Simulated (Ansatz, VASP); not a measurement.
## One calculation of TePb, two programs

```
Pb Te
1.0
     0.00000    3.62840    3.62840
     3.62840    0.00000    3.62840
     3.62840    3.62840    0.00000
Pb Te
1 1
Cartesian
  0.0000 0.0000 0.0000
  1.8142 1.8142 1.8142
```

Alike in both runs: task single point; functional PBE; k mesh 6 × 6 × 6; no spin polarisation.

|  | VASP | Ansatz |
| --- | --- | --- |
| version | VASP 6.6.1 | Ansatz 0.2.0 |
| potentials or method | VASP PAW PBE potentials, release 64 (Pb_d, Te) | plane waves, PAW |
| plane-wave cutoff (eV) | 520 | 420 |
| occupations | gaussian, width 0.01 eV | fixed |
| valence electrons in the cell | 20 | 30 |

VASP gave:

| Property | Result |
| --- | --- |
| gap on the k mesh at the Fermi level (eV) | 0.72 |
| pressure (GPa) | 0.8 |

**Question.** Estimate Ansatz's values.

**Answer.** gap on the k mesh at the Fermi level (eV): 0.72; pressure (GPa): 0.9.

VASP's potentials hold 20 valence electrons a cell and Ansatz's 30, so a difference there can come from the potentials and not from the codes.

Neither program's run includes spin-orbit coupling.
